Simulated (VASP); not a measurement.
Here is a VASP 6.6.1 calculation.

File INCAR:

```
PREC = Accurate
ENCUT = 520
EDIFF = 1E-7
ISMEAR = -1
SIGMA = 0.02
LREAL = Auto
LASPH = True
NELM = 80
ALGO = Normal
ISIF = 2
LWAVE = False
LCHARG = True
GGA = CA
LELF = True
LVHAR = True
NBANDS = 47
```

File KPOINTS:

```
Automatic mesh
0
Gamma
  1 1 1
```

Contents of POSCAR:

```
NaH13O7
1.0
    6.6282230000      0.0000000000      0.0000000000
    0.0000000000      6.6282230000      0.0000000000
    0.0000000000      0.0000000000      6.6282230000
O H Na
7 13 1
Direct
    0.7566884820      0.2875883928      0.6071763126
    0.3742330335      0.4317145033      0.6756411183
    0.1104368396      0.4803097301      1.0365674178
    0.1652026493      0.7282042261      0.5207278029
    0.5392395518      0.1071327866     -0.1251315775
    0.1376990484     -0.0446726068      0.2145673131
    0.2990092518      0.8202650997      0.9122052773
    0.6358416125      0.3669158385      0.5876989956
    0.7177791091      0.1676467433      0.6895815062
    0.3983269724      0.5483370128      0.7715340899
    0.4549635702      0.3184413077      0.7523434260
    0.1967797402      0.5819055877      0.9790859481
    0.0560482048      0.5853906847      1.1272402875
    0.2573238710      0.6111140195      0.4897391050
    0.1442317194      0.8176248747      0.4009521104
    0.6019712976      0.1430851074      0.0076038480
    0.4432862322     -0.0407198128     -0.0883645586
    0.1953464752     -0.0866295537      0.0686005887
    0.1109196236      0.0978241076      0.2058621142
    0.2339842821      0.8019796558      0.7781723699
    0.0459399148      0.4449005412      0.6933985172
```

Potentials or basis: VASP PAW LDA potentials, release 64 (O, H, Na_pv).

Launch:

```bash
$ cat potpaw_LDA.64/O/POTCAR potpaw_LDA.64/H/POTCAR potpaw_LDA.64/Na_pv/POTCAR > POTCAR
$ mpirun -np 1 vasp_gam > vasp.out
```

(1) Estimate the pressure.

(2) Predict the largest force.

Answers

(1) -0.8 GPa.

(2) 2.590 eV/Å.

Caveat: the k points lie up to 0.95 Å⁻¹ apart; the atoms stand as in a frame of molecular dynamics.
